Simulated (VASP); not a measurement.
# TiO2 in VASP: further runs, part 2 of 2

VASP 6.6.1.

**3. Band structure, PBE**

INCAR reads:

```
SYSTEM = TiO2
GGA = PE
LDIPOL = .True.
IDIPOL = 3
DIPOL = 0.5 0.5 0.500
ISMEAR = 0
SIGMA = 0.03
LWAVE = .False.
LCHARG = .False.
NBANDS = 35
PREC = Accurate
LASPH = .True.
LREAL = .False.
ALGO = Normal
EDIFF = 1E-7
NELM = 120
GGA_COMPAT = .False.
ENCUT = 640
EFERMI = MIDGAP
LMAXMIX = 4
NELMDL = -8
```

KPOINTS reads:

```
Automatic mesh
0
Gamma
  11 11 1
  0 0 0
```

KPOINTS_OPT reads:

```
path GMKGALHA,LM,KH
32
line-mode
reciprocal
 0.0000000000  0.0000000000  0.0000000000  G
 0.5000000000  0.0000000000  0.0000000000  M

 0.5000000000  0.0000000000  0.0000000000  M
 0.3333333333 -0.3333333333  0.0000000000  K

 0.3333333333 -0.3333333333  0.0000000000  K
 0.0000000000  0.0000000000  0.0000000000  G

 0.0000000000  0.0000000000  0.0000000000  G
 0.0000000000  0.0000000000 -0.5000000000  A

 0.0000000000  0.0000000000 -0.5000000000  A
 0.5000000000  0.0000000000 -0.5000000000  L

 0.5000000000  0.0000000000 -0.5000000000  L
 0.3333333333 -0.3333333333 -0.5000000000  H

 0.3333333333 -0.3333333333 -0.5000000000  H
 0.0000000000  0.0000000000 -0.5000000000  A

 0.5000000000  0.0000000000 -0.5000000000  L
 0.5000000000  0.0000000000  0.0000000000  M

 0.3333333333 -0.3333333333  0.0000000000  K
 0.3333333333 -0.3333333333 -0.5000000000  H
```

POSCAR reads:

```
TiO2
1.0
    2.9946624030      0.0000000000      0.0000000000
    1.4973312015      2.5934537167      0.0000000000
    0.0000000000      0.0000000000     17.9352701432
O Ti
2 1
Direct
    0.0000000000      0.0000000000      0.5539515192
    0.6666666667      0.6666666667      0.4460484808
    0.3333333333      0.3333333333      0.5000000000
```

Potentials or basis: VASP PAW PBE potentials, release 64 (O, Ti_sv).

Command:

```
> cat potpaw_PBE.64/O/POTCAR potpaw_PBE.64/Ti_sv/POTCAR > POTCAR
> mpirun -np 1 vasp_std > vasp.out
```

OUTCAR:

```text
SYSTEM = TiO2
   GGA = PE
   ISMEAR = 0
   PREC = Accurate
   LASPH = .True.
   LREAL = .False.
   EDIFF = 1E-7
   NELM = 120
   ENCUT = 640
   EFERMI = MIDGAP
   NELMDL = -8

 ion  position               nearest neighbor table
   1  0.000  0.000  0.554-   3 1.98   3 1.98   3 1.98
   2  0.667  0.667  0.446-   3 1.98   3 1.98   3 1.98
   3  0.333  0.333  0.500-   2 1.98   1 1.98   2 1.98   1 1.98   1 1.98   2 1.98

  LATTYP: Found a hexagonal cell.
 ALAT       =     2.9946624030
 C/A-ratio  =     5.9890791448

  Lattice vectors:

 A1 = (  -1.4973312015,  -2.5934537167,   0.0000000000)
 A2 = (   2.9946624030,   0.0000000000,   0.0000000000)
 A3 = (   0.0000000000,   0.0000000000,  17.9352701432)

Analysis of symmetry for initial positions (statically):
=====================================================================
 Subroutine PRICEL returns:
 Original cell was already a primitive cell.

 Routine SETGRP: Setting up the symmetry group for a
 hexagonal supercell.

 Subroutine GETGRP returns: Found 12 space group operations
 (whereof  6 operations were pure point group operations)
 out of a pool of 24 trial point group operations.

The static configuration has the point symmetry C_3v.
 The point group associated with its full space group is D_3d.

Analysis of symmetry for dynamics (positions and initial velocities):
=====================================================================
 Subroutine PRICEL returns:
 Original cell was already a primitive cell.

 Routine SETGRP: Setting up the symmetry group for a
 hexagonal supercell.

 Subroutine GETGRP returns: Found 12 space group operations
 (whereof  6 operations were pure point group operations)
 out of a pool of 24 trial point group operations.

The dynamic configuration has the point symmetry C_3v.
 The point group associated with its full space group is D_3d.

 Subroutine INISYM returns: Found 12 space group operations
 (whereof  6 operations are pure point group operations),
 and found     1 'primitive' translations

----------------------------------------------------------------------------------------

                                     Primitive cell

  volume of cell :     139.2946

  direct lattice vectors                    reciprocal lattice vectors
     2.994662403  0.000000000  0.000000000     0.333927457 -0.192793107  0.000000000
     1.497331201  2.593453717  0.000000000     0.000000000  0.385586214  0.000000000
     0.000000000  0.000000000 17.935270143     0.000000000  0.000000000  0.055756060

  length of vectors
     2.994662403  2.994662403 17.935270143     0.385586214  0.385586214  0.055756060

  position of ions in fractional coordinates (direct lattice)
     0.000000000  0.000000000  0.553951519
     0.666666667  0.666666667  0.446048481
     0.333333333  0.333333333  0.500000000

  ion indices of the primitive-cell ions
   primitive index   ion index
                 1           1
                 2           2
                 3           3

----------------------------------------------------------------------------------------

 KPOINTS: Automatic mesh

Automatic generation of k-mesh.
 Grid dimensions read from file:
 generate k-points for:   11   11    1

 Generating k-lattice:

  Cartesian coordinates                     Fractional coordinates (reciprocal lattice)
[... 39 lines left out ...]
   NGX,Y,Z   is equivalent  to a cutoff of  15.54, 15.54, 13.90 a.u.
   NGXF,Y,Z  is equivalent  to a cutoff of  31.09, 31.09, 27.81 a.u.
 SYSTEM =  TiO2
   PREC   = accura    normal or accurate (medium, high low for compatibility)
   ISTART =      0    job   : 0-new  1-cont  2-samecut
   ICHARG =      2    charge: 1-file 2-atom 10-const
   ISPIN  =      1    spin polarized calculation?
   LNONCOLLINEAR =      F non collinear calculations
   LSORBIT =      F    spin-orbit coupling
   LASPH  =      T    aspherical Exc in radial PAW
   ENCUT  =  640.0 eV  47.04 Ry    6.86 a.u.   6.18  6.18 37.00*2*pi/ulx,y,z
   NELM   =    120;   NELMIN=  2; NELMDL= -8     # of ELM steps
   EDIFF  = 0.1E-06   stopping-criterion for ELM
   LREAL  =      F    real-space projection
   EDIFFG = 0.1E-05   stopping-criterion for IOM
   NSW    =      0    number of steps for IOM
   IBRION =     -1    ionic relax: 0-MD 1-quasi-New 2-CG
   NFREE  =      0    steps in history (QN), initial steepest desc. (CG)
   ISIF   =      2    stress and relaxation
   ISYM   =      2    0-nonsym 1-usesym 2-fastsym
   POTIM  = 0.5000    time-step for ionic-motion
   TEBEG  =    0.0;   TEEND  =   0.0 temperature during run

   SCALEE = 1.0000    scale energy and forces
   PSTRESS=    0.0 pullay stress
   NELECT =      24.0000    total number of electrons
   NUPDOWN=      -1.0000    fix difference up-down
   EMIN   =  10.00;   EMAX   =-10.00  energy-range for DOS
   EFERMI =   0.00;   METHOD = MIDGAP
   ISMEAR =     0;   SIGMA  =   0.03  broadening in eV -4-tet -1-fermi 0-gaus
   EFERMI_NEDOS =   21; number of points for ismear=-14 and -15
   IALGO  =     38    algorithm
   IMIX   =      4    mixing-type and parameters
     AMIX     =   0.40;   BMIX     =  1.00
     AMIX_MAG =   1.60;   BMIX_MAG =  1.00
  volume/ion in A,a.u.               =      46.43       313.34
  Fermi-wavevector in a.u.,A,eV,Ry     =   0.910962  1.721469 11.290830  0.829853
  Thomas-Fermi vector in A             =   2.035186
   LORBIT       =      0    0 simple, 1 ext, 2 COOP (PROOUT), +10 PAW based schemes
   GGA     = PE    functional components
   LHFCALC =     F    Hartree Fock is set to
   AEXX    =    0.0000 exact exchange contribution
   IVDW    =     0    specifies the selected vdW correction
   LEPSILON=     F    determine dielectric tensor
   LRPA    =     F    only Hartree local field effects (RPA)

   CSHIFT  =0.1000    complex shift for real part using Kramers Kronig

   OMEGAMAX=  -1.0    maximum frequency
 non-spin polarized calculation
 Gauss-broadening in eV      SIGMA  =   0.03
  energy-cutoff  :      640.00
  volume of cell :      139.29
 maximum number of plane-waves:      5173
 NGX is ok and might be reduce to    28
   NGX = 13   NGY = 13   NGZ = 73

 number of electron      24.0000001 magnetization

 DIPCOR: dipole corrections for dipol
 direction  3 min pos     1,
 dipolmoment           0.000000      0.000000     -0.000000 electrons x Angstroem
 Tr[quadrupol]       -34.413478

 energy correction for charged system         0.000000 eV

 dipol+quadrupol energy correction           -0.000000 eV

 added-field ion interaction          0.000000 eV  (added to PSCEN)

 Free energy of the ion-electron system (eV)
  ---------------------------------------------------
  ext. energy  EPLUGINS =         0.00000000
  ---------------------------------------------------
  free energy    TOTEN  =       -26.50333720 eV

  energy without entropy =      -26.50333720  energy(sigma->0) =      -26.50333720

 E-fermi :  -4.1779     XC(G=0):  -3.1442

 val. band max:       -5.5178939804   @ k =   0.2727   0.0909   0.0000
 cond. band min:      -2.8378298193   @ k =   0.0000   0.0000   0.0000
 fundamental gap:      2.6800641611
 Fermi energy:        -4.1778618999

 k-point     1 :       0.0000    0.0000    0.0000
  band No.  band energies     occupation
      1     -61.8912      2.00000
      2     -38.1521      2.00000
      3     -37.8742      2.00000
      4     -37.8742      2.00000
      5     -22.9000      2.00000
      6     -21.1542      2.00000
[... 421 lines left out ...]
     23       9.8639      0.00000
     24       9.9098      0.00000
 [bands above 24 left out]

------------------------ aborting loop because EDIFF is reached ----------------------------------------

 vacuum level on the upper side and lower side of the slab       (xc-potential included)        -0.115        -0.115

  FORCE on cell =-STRESS in cart. coord.  units (eV):
  Direction    XX          YY          ZZ          XY          YZ          ZX
  --------------------------------------------------------------------------------------
  -------------------------------------------------------------------------------------
  Total       -0.1662099     -0.1662099     -0.1825417      0.0000000      0.0000000     -0.0000000
  in kB       -1.9117589     -1.9117589     -2.0996085      0.0000000      0.0000000     -0.0000000
  external PRESSURE =      -1.9743754 kB  Pullay stress =       0.0000000 kB

 VOLUME and BASIS-vectors are now :
 -----------------------------------------------------------------------------
  energy-cutoff  :      640.00
  volume of cell :      139.29
      direct lattice vectors                 reciprocal lattice vectors
     2.994662403  0.000000000  0.000000000     0.333927457 -0.192793107  0.000000000
     1.497331201  2.593453717  0.000000000     0.000000000  0.385586214  0.000000000
     0.000000000  0.000000000 17.935270143     0.000000000  0.000000000  0.055756060

 POSITION                                       TOTAL-FORCE (eV/Angst)
 -----------------------------------------------------------------------------------
      0.00000      0.00000      9.93527         0.000000      0.000000     -0.042473
      2.99466      1.72897      8.00000        -0.000000      0.000000      0.042473
      1.49733      0.86448      8.96764        -0.000000      0.000000     -0.000000
 -----------------------------------------------------------------------------------
    total drift:                                0.000000      0.000000     -0.000040

  FREE ENERGIE OF THE ION-ELECTRON SYSTEM (eV)
  ---------------------------------------------------
  free  energy   TOTEN  =       -26.5033371959 eV

  energy  without entropy=      -26.5033371959  energy(sigma->0) =      -26.50333720

 vacuum level on the upper side and lower side of the slab         2.724         2.724
```

Wall time 12 min (1 thread of Intel Xeon 6975P-C (Granite Rapids), shared host); peak memory 0.41 GiB.

What came out:

| Quantity | Value |
| --- | --- |
| Free energy | -26.5033 eV |
| Largest force | 0.042 eV/Å |
| Band gap on the k mesh | 2.68 eV (least direct gap 2.85 eV) |
| Band gap along the path | 2.66 eV (least direct gap 2.85 eV) |

Forces in eV/Å, atoms in the order of the input:
```
O    0.000  0.000 -0.042
O    0.000  0.000  0.042
Ti   0.000  0.000  0.000
```

Levels at the corners of the path, in eV from the valence-band top:
| point | band 9 | band 10 | band 11 | band 12 | band 13 | band 14 | band 15 | band 16 |
| --- | --- | --- | --- | --- | --- | --- | --- | --- |
| Γ | -3.60 | -0.64 | -0.19 | -0.19 | 2.66 | 2.66 | 4.35 | 6.81 |
| M | -2.54 | -1.67 | -1.21 | -0.64 | 2.91 | 3.69 | 3.76 | 6.24 |
| M | -2.54 | -1.67 | -1.21 | -0.64 | 2.91 | 3.69 | 3.76 | 6.24 |
| K | -2.77 | -1.42 | -1.42 | -1.08 | 2.87 | 3.93 | 3.93 | 6.20 |
| K | -2.77 | -1.42 | -1.42 | -1.08 | 2.87 | 3.93 | 3.93 | 6.20 |
| Γ | -3.60 | -0.64 | -0.19 | -0.19 | 2.66 | 2.66 | 4.35 | 6.81 |
| Γ | -3.60 | -0.64 | -0.19 | -0.19 | 2.66 | 2.66 | 4.35 | 6.81 |
| A | -3.60 | -0.64 | -0.19 | -0.19 | 2.66 | 2.66 | 4.35 | 6.81 |
| A | -3.60 | -0.64 | -0.19 | -0.19 | 2.66 | 2.66 | 4.35 | 6.81 |
| L | -2.54 | -1.67 | -1.21 | -0.64 | 2.91 | 3.69 | 3.76 | 6.24 |
| L | -2.54 | -1.67 | -1.21 | -0.64 | 2.91 | 3.69 | 3.76 | 6.24 |
| H | -2.77 | -1.42 | -1.42 | -1.08 | 2.87 | 3.93 | 3.93 | 6.20 |
| H | -2.77 | -1.42 | -1.42 | -1.08 | 2.87 | 3.93 | 3.93 | 6.20 |
| A | -3.60 | -0.64 | -0.19 | -0.19 | 2.66 | 2.66 | 4.35 | 6.81 |
| L | -2.54 | -1.67 | -1.21 | -0.64 | 2.91 | 3.69 | 3.76 | 6.24 |
| M | -2.54 | -1.67 | -1.21 | -0.64 | 2.91 | 3.69 | 3.76 | 6.24 |
| K | -2.77 | -1.42 | -1.42 | -1.08 | 2.87 | 3.93 | 3.93 | 6.20 |
| H | -2.77 | -1.42 | -1.42 | -1.08 | 2.87 | 3.93 | 3.93 | 6.20 |
